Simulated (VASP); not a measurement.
Wanted: the native input for a VASP 6.6.1 run.

- Task: single point
- Functional: PBE
- Potentials or basis: VASP PAW PBE potentials, release 64 (K_sv, Be, I)
- Cutoff: 520 eV
- k mesh: 4 × 4 × 4
- Occupations: gaussian, width 0.1 eV
- Spin: no spin polarisation
- Dipole correction: no
- Further INCAR settings: ALGO = Normal; EDIFF = 1e-07; NBANDS = 21

The structure of KBe4I lies in POSCAR:

```
KBe4I
1.0
    4.8846291694      0.0000000000      0.0000000000
    0.0000000000      4.8846291694      0.0000000000
    0.0000000000      0.0000000000      7.3443206452
K Be I
1 4 1
Direct
    0.0000000000      0.0000000000      0.5000000000
    0.0000000000      0.5000000000      0.1442336175
    0.5000000000      0.0000000000      0.1442336175
    0.0000000000      0.5000000000      0.8557663825
    0.5000000000      0.0000000000      0.8557663825
    0.5000000000      0.5000000000      0.0000000000
```

These files were run (other wordings do the same):

INCAR

```
ALGO = Normal
EDIFF = 1E-7
ENCUT = 520
GGA = PE
ISIF = 2
ISMEAR = 0
LASPH = T
LCHARG = F
LREAL = F
LWAVE = F
NBANDS = 21
NELM = 100
PREC = Accurate
SIGMA = 0.1
```

KPOINTS

```
k-points
0
Gamma
  4 4 4
```

Potentials or basis: VASP PAW PBE potentials, release 64 (K_sv, Be, I).

Run with:

```bash
$ cat potpaw_PBE.64/K_sv/POTCAR potpaw_PBE.64/Be/POTCAR potpaw_PBE.64/I/POTCAR > POTCAR
$ mpirun -np 1 vasp_std > vasp.out
```

Results of the run:

The pressure is 0.2 GPa and the band gap on the k mesh is zero (band 12 reaches 2.13 eV, above the bottom of band 13 at 1.15 eV).

Caveat: spin-orbit coupling is left out, which moves the levels of the heavy elements.

Run time: 62 s on 1 thread of AMD EPYC 7R13 Processor (Zen 3), on a shared host, peak memory 0.25 GiB.
